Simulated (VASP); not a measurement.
Here is a VASP 6.6.1 calculation.

INCAR

```
SYSTEM = PbS
ALGO     = Normal         ! electronic algorithm
EDIFF    = 1E-6           ! SCF threshold, eV
ENCUT    = 520            ! plane-wave cutoff, eV
GGA      = PS             ! functional
ISIF     = 2              ! what is computed and relaxed
ISMEAR   = -1             ! smearing method
LASPH    = .True.         ! aspherical terms in the spheres
LCHARG   = .False.        ! write CHGCAR
LREAL    = .False.        ! projectors in reciprocal space
LWAVE    = .False.        ! write WAVECAR
NBANDS   = 17             ! bands
NELM     = 100            ! most SCF steps
PREC     = Accurate       ! precision mode
SIGMA    = 0.05           ! smearing width, eV
```

File KPOINTS:

```
k-points
0
Gamma
  12 12 12
  0 0 0
```

Contents of POSCAR:

```
PbS
1.0
    0.0000000000      2.8192670396      2.8192670396
    2.8192670396      0.0000000000      2.8192670396
    2.8192670396      2.8192670396      0.0000000000
Pb S
1 1
Direct
    0.0000000000      0.0000000000      0.0000000000
    0.2500000000      0.2500000000      0.2500000000
```

Potentials or basis: VASP PAW PBE potentials, release 64 (Pb_d, S).

The run is started by

```sh
$ cat potpaw_PBE.64/Pb_d/POTCAR potpaw_PBE.64/S/POTCAR > POTCAR
$ mpirun -np 1 vasp_std > vasp.out
```

(1) Predict the band gap on the k mesh.

(2) Estimate the pressure.

Answers

(1) zero (bands 10 and 11 overlap by 1.17 eV).

(2) 39.9 GPa.

Caveat: the cell stands under pressure; the PAW data sets were made with another functional, which shifts forces and pressure a little; spin-orbit coupling is left out, which moves the levels of the heavy elements.
